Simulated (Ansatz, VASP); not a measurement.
# Two plane-wave programs on LiNbO3

```
Li Nb O
1.0
     2.57565    1.48705    4.62180
    -2.57565    1.48705    4.62180
     0.00000   -2.97410    4.62180
Li Nb O
2 2 6
Cartesian
  0.0000 0.0000 4.1887
  0.0000 0.0000 11.1214
  0.0000 0.0000 0.2662
  0.0000 0.0000 7.1989
  -0.6367 -1.4448 5.7768
  1.5696 0.1710 5.7768
  -0.9329 1.2738 5.7768
  -1.6427 -0.2132 8.0877
  0.6367 1.5293 8.0877
  1.0060 -1.3160 8.0877
```

Alike in both runs: task relaxation of cell and atoms; functional PBEsol; k mesh 4 × 4 × 4; no spin polarisation.

|  | VASP | Ansatz |
| --- | --- | --- |
| version | VASP 6.6.1 | Ansatz 0.2.0 |
| potentials or method | VASP PAW PBE potentials, release 64 (Li_sv, Nb_sv, O) | scalar-relativistic, plane waves, PAW |
| plane-wave cutoff (eV) | 600 | 420 |
| occupations | gaussian, width 0.01 eV | fixed |
| valence electrons in the cell | 68 | 68 |

```tsv
	VASP	Ansatz	Ansatz less VASP
gap on the k mesh at the Fermi level, each at its own relaxed structure (eV)	3.51	3.54	+0.037
relaxed volume (Å³/atom)	10.48	10.52	+0.037
relaxed cell length with the largest relative difference (Å)	5.473	5.480	+0.0070
```

VASP's potentials were made for PBE, not for PBEsol, and Ansatz warns of the same on its side.

Noted on VASP's run: the cutoff is short for stress, so the pressure is rough.
